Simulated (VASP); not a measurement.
# AlGaN2 (P-4m2) in VASP: a series of runs, part 2 of 2

VASP 6.6.1. Earlier steps stand in the parts before.

## Step 4: Single point, r2SCAN

This run uses another cell than the first one, of 10.19 Å³/atom.

Input file POSCAR:

```
AlGaN2
1.0
    2.9502148397      0.0000000000      0.0000000000
    0.0000000000      2.9502148397      0.0000000000
    0.0000000000      0.0000000000      4.6811381259
Al Ga N
1 1 2
Direct
    0.5000000000      0.5000000000      0.5000000000
    0.0000000000      0.0000000000      0.0000000000
    0.5000000000      0.0000000000      0.7403523178
    0.0000000000      0.5000000000      0.2596476822
```

Input file INCAR.step1:

```
ALGO = Normal ; EDIFF = 1E-5
ENCUT = 1460 ; GGA = PE
GGA_COMPAT = F ; ISMEAR = 0
LASPH = T ; LCHARG = F
LREAL = F ; LWAVE = T
NBANDS = 21 ; NELM = 120
PREC = Accurate ; SIGMA = 0.02
```

Input file INCAR.step2:

```
ALGO = Normal ; EDIFF = 1E-6
ENCUT = 1460 ; GGA_COMPAT = F
ISIF = 2 ; ISMEAR = 0
ISTART = 1 ; LASPH = T
LCHARG = F ; LMIXTAU = T
LREAL = F ; LWAVE = F
METAGGA = R2SCAN ; NBANDS = 21
NELM = 120 ; PREC = Accurate
SIGMA = 0.02
```

Input file KPOINTS:

```
k-points
0
Gamma
  8 8 6
```

Potentials or basis: VASP PAW PBE potentials, release 64 (Al, Ga_d, N_h).

On the command line:

```bash
$ cat potpaw_PBE.64/Al/POTCAR potpaw_PBE.64/Ga_d/POTCAR potpaw_PBE.64/N_h/POTCAR > POTCAR
$ cp INCAR.step1 INCAR
$ mpirun -np 1 vasp_std > vasp.out
$ cp INCAR.step2 INCAR
$ mpirun -np 1 vasp_std > vasp.out
```

OUTCAR:

```text
EDIFF = 1E-6
   ENCUT = 1460
   ISIF = 2
   ISMEAR = 0
   ISTART = 1
   LASPH = T
   LREAL = F
   METAGGA = R2SCAN
   NELM = 120
   PREC = Accurate

 ion  position               nearest neighbor table
   1  0.500  0.500  0.500-   3 1.86   4 1.86   3 1.86   4 1.86   2 3.14   2 3.14   2 3.14   2 3.14
                             2 3.14   2 3.14   2 3.14   2 3.14
   2  0.000  0.000  0.000-   3 1.91   4 1.91   4 1.91   3 1.91   1 3.14   1 3.14   1 3.14   1 3.14
                             1 3.14   1 3.14   1 3.14   1 3.14
   3  0.500  0.000  0.740-   1 1.86   1 1.86   2 1.91   2 1.91
   4  0.000  0.500  0.260-   1 1.86   1 1.86   2 1.91   2 1.91

  LATTYP: Found a simple tetragonal cell.
 ALAT       =     2.9502148397
 C/A-ratio  =     1.5867109279

  Lattice vectors:

 A1 = (   2.9502148397,   0.0000000000,   0.0000000000)
 A2 = (   0.0000000000,   2.9502148397,   0.0000000000)
 A3 = (   0.0000000000,   0.0000000000,   4.6811381259)

Analysis of symmetry for initial positions (statically):
[... 172 lines left out ...]
  ext. energy  EPLUGINS =         0.00000000
  ---------------------------------------------------
  free energy    TOTEN  =       -40.74069367 eV

  energy without entropy =      -40.74069367  energy(sigma->0) =      -40.74069367

 E-fermi :   6.8152     XC(G=0): -12.4353

 val. band max:        6.6883853416   @ k =   0.1250   0.0000   0.0000
 cond. band min:      10.1587027317   @ k =   0.5000   0.5000   0.0000
 fundamental gap:      3.4703173901
 Fermi energy:         6.8151953687

 k-point     1 :       0.0000    0.0000    0.0000
  band No.  band energies     occupation
      1     -10.3422      2.00000
      2      -8.5906      2.00000
      3      -6.8656      2.00000
      4      -6.8656      2.00000
      5      -6.8147      2.00000
      6      -6.6428      2.00000
[... 565 lines left out ...]
     20      20.2935      0.00000
     21      20.8408      0.00000

 [... further k-points ...]
[... 5 lines left out ...]
  --------------------------------------------------------------------------------------
  -------------------------------------------------------------------------------------
  Total        5.6549017      5.6549017      0.1255187      0.0000000      0.0000000     -0.0000000
  in kB      222.3703602    222.3703602      4.9358327      0.0000000      0.0000000     -0.0000000
  external PRESSURE =     149.8921844 kB  Pullay stress =       0.0000000 kB

 VOLUME and BASIS-vectors are now :
 -----------------------------------------------------------------------------
  energy-cutoff  :     1460.00
  volume of cell :       40.74
      direct lattice vectors                 reciprocal lattice vectors
     2.950214840  0.000000000  0.000000000     0.338958366  0.000000000  0.000000000
     0.000000000  2.950214840  0.000000000     0.000000000  0.338958366  0.000000000
     0.000000000  0.000000000  4.681138126     0.000000000  0.000000000  0.213623263

 POSITION                                       TOTAL-FORCE (eV/Angst)
 -----------------------------------------------------------------------------------
      1.47511      1.47511      2.34057        -0.000000      0.000000      0.000000
      0.00000      0.00000      0.00000        -0.000000     -0.000000      0.000000
      1.47511      0.00000      3.46569        -0.000000     -0.000000     -0.106652
      0.00000      1.47511      1.21545         0.000000     -0.000000      0.106652
 -----------------------------------------------------------------------------------
    total drift:                               -0.000000      0.000000      0.000000

  FREE ENERGIE OF THE ION-ELECTRON SYSTEM (eV)
  ---------------------------------------------------
  free  energy   TOTEN  =       -40.7406936653 eV

  energy  without entropy=      -40.7406936653  energy(sigma->0) =      -40.74069367
```

It took 7.1 min on 1 thread of Intel Xeon Platinum 8488C (Sapphire Rapids), shared host; peak memory 0.5 GiB.

Results:

| Quantity | Value |
| --- | --- |
| Free energy | -40.7407 eV |
| Pressure | 15.0 GPa |
| Largest force | 0.107 eV/Å |
| Band gap on the k mesh | 3.47 eV (least direct gap 3.61 eV) |

Forces in eV/Å, atoms in the order of the input:
```
Al   0.000  0.000  0.000
Ga   0.000  0.000  0.000
N    0.000  0.000 -0.107
N    0.000  0.000  0.107
```

Caveat: the stress differs along the axes, from 0 to 22 GPa; the PAW data sets were made with another functional, which shifts forces and pressure a little.

## Step 5: Single point, r2SCAN

This run uses another cell than the first one, of 9.41 Å³/atom.

Input file POSCAR:

```
AlGaN2
1.0
    2.9932928711      0.0000000000      0.0000000000
    0.0000000000      2.9932928711      0.0000000000
    0.0000000000      0.0000000000      4.2002807175
Al Ga N
1 1 2
Direct
    0.5000000000      0.5000000000      0.5000000000
    0.0000000000      0.0000000000      0.0000000000
    0.5000000000      0.0000000000      0.7385194560
    0.0000000000      0.5000000000      0.2614805440
```

Input file INCAR.step1:

```
PREC     = Accurate       # precision mode
ENCUT    = 520            # plane-wave cutoff, eV
ISMEAR   = 0              # smearing method
SIGMA    = 0.02           # smearing width, eV
LREAL    = F              # projectors in reciprocal space
LASPH    = T              # aspherical terms in the spheres
NELM     = 100            # most SCF steps
NBANDS   = 21             # bands
GGA      = PE             # functional
ALGO     = Normal         # electronic algorithm
EDIFF    = 1E-4           # SCF threshold, eV
LWAVE    = T              # write WAVECAR
LCHARG   = F              # write CHGCAR
```

Input file INCAR.step2:

```
PREC     = Accurate       # precision mode
ENCUT    = 520            # plane-wave cutoff, eV
EDIFF    = 1E-6           # SCF threshold, eV
ISMEAR   = 0              # smearing method
SIGMA    = 0.02           # smearing width, eV
LREAL    = F              # projectors in reciprocal space
LASPH    = T              # aspherical terms in the spheres
NELM     = 100            # most SCF steps
ALGO     = Normal         # electronic algorithm
ISIF     = 2              # what is computed and relaxed
LWAVE    = F              # write WAVECAR
LCHARG   = F              # write CHGCAR
METAGGA  = R2SCAN         # meta-GGA
LMIXTAU  = T            
NBANDS   = 21             # bands
ISTART   = 1
```

Input file KPOINTS:

```
Automatic mesh
0
Gamma
  8 8 6
```

Potentials or basis: VASP PAW PBE potentials, release 64 (Al, Ga_d, N).

On the command line:

```bash
$ cat potpaw_PBE.64/Al/POTCAR potpaw_PBE.64/Ga_d/POTCAR potpaw_PBE.64/N/POTCAR > POTCAR
$ cp INCAR.step1 INCAR
$ mpirun -np 1 vasp_std > vasp.out
$ cp INCAR.step2 INCAR
$ mpirun -np 1 vasp_std > vasp.out
```

OUTCAR:

```text
PREC = Accurate
   ENCUT = 520
   EDIFF = 1E-6
   ISMEAR = 0
   LREAL = F
   LASPH = T
   NELM = 100
   ISIF = 2
   METAGGA = R2SCAN
   ISTART = 1

 ion  position               nearest neighbor table
   1  0.500  0.500  0.500-   3 1.80   4 1.80   3 1.80   4 1.80   2 2.98   2 2.98   2 2.98   2 2.98
                             2 2.98   2 2.98   2 2.98   2 2.98
   2  0.000  0.000  0.000-   3 1.86   4 1.86   4 1.86   3 1.86   1 2.98   1 2.98   1 2.98   1 2.98
                             1 2.98   1 2.98   1 2.98   1 2.98
   3  0.500  0.000  0.739-   1 1.80   1 1.80   2 1.86   2 1.86
   4  0.000  0.500  0.261-   1 1.80   1 1.80   2 1.86   2 1.86

  LATTYP: Found a simple tetragonal cell.
 ALAT       =     2.9932928711
 C/A-ratio  =     1.4032307891

  Lattice vectors:

 A1 = (   2.9932928711,   0.0000000000,   0.0000000000)
 A2 = (   0.0000000000,   2.9932928711,   0.0000000000)
 A3 = (   0.0000000000,   0.0000000000,   4.2002807175)

Analysis of symmetry for initial positions (statically):
=====================================================================
 Subroutine PRICEL returns:
 Original cell was already a primitive cell.

 Routine SETGRP: Setting up the symmetry group for a
 simple tetragonal supercell.

 Subroutine GETGRP returns: Found  8 space group operations
 (whereof  8 operations were pure point group operations)
 out of a pool of 16 trial point group operations.

The static configuration has the point symmetry D_2d.

Analysis of symmetry for dynamics (positions and initial velocities):
=====================================================================
 Subroutine PRICEL returns:
 Original cell was already a primitive cell.

 Routine SETGRP: Setting up the symmetry group for a
 simple tetragonal supercell.

 Subroutine GETGRP returns: Found  8 space group operations
 (whereof  8 operations were pure point group operations)
 out of a pool of 16 trial point group operations.

The dynamic configuration has the point symmetry D_2d.
[... 116 lines left out ...]
   EMIN   =  10.00;   EMAX   =-10.00  energy-range for DOS
   EFERMI =   0.00;   METHOD = LEGACY
   ISMEAR =     0;   SIGMA  =   0.02  broadening in eV -4-tet -1-fermi 0-gaus
   EFERMI_NEDOS =   21; number of points for ismear=-14 and -15
   IALGO  =     38    algorithm
   IMIX   =      4    mixing-type and parameters
     AMIX     =   0.40;   BMIX     =  1.00
     AMIX_MAG =   1.60;   BMIX_MAG =  1.00
  volume/ion in A,a.u.               =       9.41        63.49
  Fermi-wavevector in a.u.,A,eV,Ry     =   1.447239  2.734886 28.497427  2.094502
  Thomas-Fermi vector in A             =   2.565217
   LORBIT       =      0    0 simple, 1 ext, 2 COOP (PROOUT), +10 PAW based schemes
   METAGGA = R2SCAN    functional components
   LHFCALC =     F    Hartree Fock is set to
   AEXX    =    0.0000 exact exchange contribution
   IVDW    =     0    specifies the selected vdW correction
   LEPSILON=     F    determine dielectric tensor
   LRPA    =     F    only Hartree local field effects (RPA)
 non-spin polarized calculation
 Gauss-broadening in eV      SIGMA  =   0.02
  energy-cutoff  :      520.00
  volume of cell :       37.63
 maximum number of plane-waves:      1031
 NGX is ok and might be reduce to    24
   NGX = 11   NGY = 11   NGZ = 15

 number of electron      25.9999993 magnetization

 Free energy of the ion-electron system (eV)
  ---------------------------------------------------
  ext. energy  EPLUGINS =         0.00000000
  ---------------------------------------------------
  free energy    TOTEN  =       -40.39154930 eV

  energy without entropy =      -40.39154930  energy(sigma->0) =      -40.39154930

 E-fermi :   7.1075     XC(G=0): -12.8690

 val. band max:        6.9986250855   @ k =   0.0000   0.0000   0.0000
 cond. band min:      10.9181575707   @ k =   0.5000   0.5000   0.0000
 fundamental gap:      3.9195324852
 Fermi energy:         7.1075169967

 k-point     1 :       0.0000    0.0000    0.0000
  band No.  band energies     occupation
      1     -10.4593      2.00000
      2      -8.2593      2.00000
      3      -6.3507      2.00000
      4      -6.3507      2.00000
      5      -6.2741      2.00000
      6      -5.9983      2.00000
[... 565 lines left out ...]
     20      21.2046      0.00000
     21      21.3590      0.00000

 [... further k-points ...]
[... 5 lines left out ...]
  --------------------------------------------------------------------------------------
  -------------------------------------------------------------------------------------
  Total        9.5907754      9.5907754      9.5800584      0.0000000      0.0000000     -0.0000000
  in kB      408.3076940    408.3076940    407.8514380      0.0000000      0.0000000     -0.0000000
  external PRESSURE =     408.1556087 kB  Pullay stress =       0.0000000 kB

 VOLUME and BASIS-vectors are now :
 -----------------------------------------------------------------------------
  energy-cutoff  :      520.00
  volume of cell :       37.63
      direct lattice vectors                 reciprocal lattice vectors
     2.993292871  0.000000000  0.000000000     0.334080240  0.000000000  0.000000000
     0.000000000  2.993292871  0.000000000     0.000000000  0.334080240  0.000000000
     0.000000000  0.000000000  4.200280718     0.000000000  0.000000000  0.238079325

 POSITION                                       TOTAL-FORCE (eV/Angst)
 -----------------------------------------------------------------------------------
      1.49665      1.49665      2.10014         0.000000     -0.000000      0.000000
      0.00000      0.00000      0.00000         0.000000      0.000000      0.000000
      1.49665      0.00000      3.10199         0.000000      0.000000     -0.102496
      0.00000      1.49665      1.09829         0.000000      0.000000      0.102496
 -----------------------------------------------------------------------------------
    total drift:                                0.000000      0.000000      0.000000

  FREE ENERGIE OF THE ION-ELECTRON SYSTEM (eV)
  ---------------------------------------------------
  free  energy   TOTEN  =       -40.3915493002 eV

  energy  without entropy=      -40.3915493002  energy(sigma->0) =      -40.39154930
```

It took 52 s on 1 thread of Intel Xeon 6975P-C (Granite Rapids), shared host; peak memory 0.18 GiB.

What came out:

| Quantity | Value |
| --- | --- |
| Free energy | -40.3915 eV |
| Pressure | 40.8 GPa |
| Largest force | 0.102 eV/Å |
| Band gap on the k mesh | 3.92 eV (least direct gap 4.25 eV) |

Forces in eV/Å, atoms in the order of the input:
```
Al   0.000  0.000  0.000
Ga   0.000  0.000  0.000
N    0.000  0.000 -0.102
N    0.000  0.000  0.102
```

Caveat: the cell stands under pressure; the PAW data sets were made with another functional, which shifts forces and pressure a little. A k mesh can miss the band edges.

## Step 6: The runs side by side

```csv
potentials or basis,cell,cutoff (eV),gap on the mesh (eV),pressure (GPa),largest force (eV/Å)
"VASP PAW PBE potentials, release 64 (Al, Ga_d, N_h)","a = 3.201, b = 3.201, c = 4.324 Å, 4 atoms, atomic positions A",1460,3.29,-3.3,0.09
"VASP PAW PBE potentials, release 64 (Al, Ga_d, N_h)","a = 3.201, b = 3.201, c = 4.369 Å, 4 atoms, atomic positions B",1460,3.20,-5.2,0.13
"VASP PAW PBE potentials, release 64 (Al, Ga_d, N_h)","a = 2.950, b = 2.950, c = 4.681 Å, 4 atoms, atomic positions C",1460,3.47,15.0,0.11
"VASP PAW PBE potentials, release 64 (Al, Ga_d, N)","a = 2.993, b = 2.993, c = 4.200 Å, 4 atoms, atomic positions A",520,3.92,40.8,0.10
```

Alike in all rows: task single point; level r2SCAN; no spin polarisation; k mesh 8 × 8 × 6; smearing gaussian 0.02 eV.

Caveats: the PAW data sets were made with another functional, which shifts forces and pressure a little; the stress differs along the axes, from -5 to 0 GPa (at least some runs); the cell stands under tension (at least some runs); the stress differs along the axes, from 0 to 22 GPa (at least some runs); the cell stands under pressure (at least some runs).

Absolute energies hang on the potentials; compare differences alone.
